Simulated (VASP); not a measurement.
A run of VASP 6.6.1:

The input INCAR:

```
SYSTEM = MgI2
  ALGO = Normal
  EDIFF = 1E-7
  ENCUT = 520
  GGA = PE
  ISIF = 2
  ISMEAR = 0
  LASPH = .TRUE.
  LCHARG = .FALSE.
  LREAL = .FALSE.
  LWAVE = .FALSE.
  NBANDS = 15
  NELM = 80
  PREC = Accurate
  SIGMA = 0.05
```

The input KPOINTS:

```
k-points
0
G
  6 6 4
  0 0 0
```

The input POSCAR:

```
MgI2
1.0
    4.1154617896      0.0000000000      0.0000000000
   -2.0577308948      3.5640944581      0.0000000000
    0.0000000000      0.0000000000      7.6413829923
Mg I
1 2
Direct
    0.0000000000      0.0000000000      0.0000000000
    0.3333333333      0.6666666667      0.7973879295
    0.6666666667      0.3333333333      0.2026120705
```

Potentials or basis: VASP PAW PBE potentials, release 64 (Mg, I).

Command:

```sh
$ cat potpaw_PBE.64/Mg/POTCAR potpaw_PBE.64/I/POTCAR > POTCAR
$ mpirun -np 1 vasp_std > vasp.out
```

Hardware: 1 thread of Intel(R) Xeon(R) 6975P-C (Granite Rapids), on a shared host.

Task: How long does it take, and how much memory?

Result: Wall time 16 s on 1 thread of Intel(R) Xeon(R) 6975P-C (Granite Rapids) (shared host), peak memory 0.24 GiB. Counts: scf iterations 14, k points 24.
